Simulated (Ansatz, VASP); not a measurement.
# ZnS in VASP and in Ansatz

The input INCAR:

```
  PREC = Accurate
  ENCUT = 520
  EDIFF = 1E-7
  ISMEAR = 0
  SIGMA = 0.05
  LREAL = False
  LASPH = True
  NELM = 60
  ALGO = Normal
  ISIF = 2
  LWAVE = False
  LCHARG = False
  GGA = PS
  NBANDS = 16
```

Contents of KPOINTS:

```
regular mesh
0
Gamma
  10 10 10
```

File POSCAR:

```
ZnS
1.0
   -0.0267825907      2.6782590749      2.6782590749
    2.6514764842      0.0000000000      2.6514764842
    2.6782590749      2.6782590749     -0.0267825907
Zn S
1 1
Direct
    0.0000000000      0.0000000000      0.0000000000
    0.7500000000      0.7500000000      0.7500000000
```

Input for Ansatz:

```yaml
crystal:
  lattice:
    - [-0.0267825907, 2.6782590749, 2.6782590749]
    - [2.6514764842, 0.0, 2.6514764842]
    - [2.6782590749, 2.6782590749, -0.0267825907]
  atoms:
    - { symbol: Zn, position: [0.0, 0.0, 0.0] }
    - { symbol: S, position: [0.75, 0.75, 0.75] }
basis:
  ecutwfc: 420
kpoints:
  mp_grid: { grid: [10, 10, 10] }
hamiltonian:
  xc: pbesol
scf:
  occupations: { method: gaussian, width: 0.05 }
output:
  forces: true
  stress: true
  eigenvalues: true
```

Change from the starting cell: strain -0.0200 x Voigt [0, 0, 0, 0, 1, 0], atoms carried along.

Alike in both runs: task single point; functional PBEsol; k mesh 10 × 10 × 10; occupations gaussian, width 0.05 eV; no spin polarisation.

|  | VASP | Ansatz |
| --- | --- | --- |
| version | VASP 6.6.1 | Ansatz 0.2.0 |
| potentials or method | VASP PAW PBE potentials, release 64 (Zn, S), cutoff 520 eV | scalar-relativistic, plane waves, PAW |
| valence electrons in the cell | 18 | 18 |

|  | VASP | Ansatz | Ansatz less VASP |
| --- | --- | --- | --- |
| gap on the k mesh at the Fermi level (eV) | 2.05 | 2.04 | -0.007 |
| least direct gap on the mesh (eV) | 2.05 | 2.04 | -0.007 |
| pressure (GPa) | 0.2 | 0.0 | -0.20 |
| traceless stress, the component that is largest in VASP (GPa) | 1.48 | 1.47 | -0.010 |
| rms of the force components (eV/Å) | 0.071 | 0.071 | -0.0007 |

VASP's potentials were made for PBE, not for PBEsol. Atom by atom the forces differ by 0.001 eV/Å (rms over components). The functional is the same, so the differences come from potentials, cutoffs and numerics.
